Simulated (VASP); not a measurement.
A run of VASP 6.6.1 is set up as follows.

File INCAR:

```
PREC = Accurate
ENCUT = 520
EDIFF = 1E-6
ISMEAR = -1
SIGMA = 0.01
LREAL = F
LASPH = T
NELM = 200
ALGO = Normal
ISIF = 2
LWAVE = F
LCHARG = F
ISPIN = 2
MAGMOM = 0 -0.01 0 0 0 0 0 0.06 0.04 0.24 0 0 0 0.07 0.04 0.24 0 0.04 0.07 0.04 0.06 0 0
LORBIT = 11
NUPDOWN = 1.0
LMAXMIX = 4
GGA = PE
NBANDS = 92
NELECT = 145.0
GGA_COMPAT = F
```

File KPOINTS:

```
Automatic mesh
0
Gamma
  1 1 1
```

Contents of POSCAR:

```
Hf3Si4O16
1.0
    6.6465279200      0.0000000000      0.0000000000
    0.0000000000      6.6465279200      0.0000000000
    0.0000000000      0.0000000000      6.0147349600
Hf Si O
3 4 16
Direct
   -0.0005751875     -0.0005244844     -0.0000696623
   -0.0006401839      0.4994699548      0.2584561099
    0.4994034539     -0.0005252366      0.7413400640
   -0.0007188716      0.4994964348      0.7482057031
    0.4993968339     -0.0005562303      0.2516972086
   -0.0005738334     -0.0005038721      0.4999537004
    0.4993632826      0.4994651403     -0.0000151295
    0.0013786145      0.8144998509      0.3257501807
    0.4972818951      0.2904943789      0.8577596576
    0.1764739446      0.4928801984      0.5659875327
    0.6948590385      0.0010906446      0.0865549361
    0.3040109098     -0.0022945815      0.0863447855
    0.8222392301      0.5061007853      0.5657780472
   -0.0022708097      0.1844047019      0.3256490956
    0.5017297813      0.7084405658      0.8577315600
    0.2903052576      0.4974813978      0.1420606237
    0.8143615832      0.0016410072      0.6740242134
    0.0005819580      0.6949110958      0.9134828112
    0.4923349513      0.1765953614      0.4339449730
   -0.0023485947      0.3040828271      0.9134809824
    0.5060911562      0.8223413887      0.4340470557
    0.1842634252     -0.0025848082      0.6743608866
    0.7082475326      0.5015715032      0.1424162504
```

Potentials or basis: VASP PAW PBE potentials, release 64 (Hf_pv, Si, O).

Run with:

```sh
$ cat potpaw_PBE.64/Hf_pv/POTCAR potpaw_PBE.64/Si/POTCAR potpaw_PBE.64/O/POTCAR > POTCAR
$ mpirun -np 1 vasp_gam > vasp.out
```

Problem. Estimate the largest force.

Solution. 0.205 eV/Å.

Forces on the atoms (eV/Å):
```
Hf  -0.003  0.001  0.005
Hf   0.000  0.002  0.056
Hf   0.000  0.000 -0.049
Si  -0.003  0.000  0.076
Si  -0.006 -0.002 -0.075
Si   0.000 -0.004 -0.005
Si   0.002  0.002  0.001
O    0.000 -0.129 -0.117
O    0.001 -0.192 -0.072
O    0.003 -0.003 -0.146
O    0.140 -0.002 -0.096
O   -0.134  0.005 -0.094
O   -0.002  0.002 -0.144
O   -0.003  0.135 -0.117
O   -0.002  0.188 -0.071
O   -0.189  0.000  0.068
O   -0.130 -0.001  0.121
O    0.001  0.133  0.090
O   -0.002  0.005  0.149
O    0.006 -0.134  0.092
O    0.002 -0.004  0.147
O    0.133  0.000  0.117
O    0.186 -0.002  0.065
```

Caveat: the k points lie up to 1.04 Å⁻¹ apart, too coarse for converged energies, forces and pressures; the cell carries a net charge on a neutralising background, which shifts energy and pressure; the total moment is fixed, so each spin has its own Fermi level and the state may be an excited one.
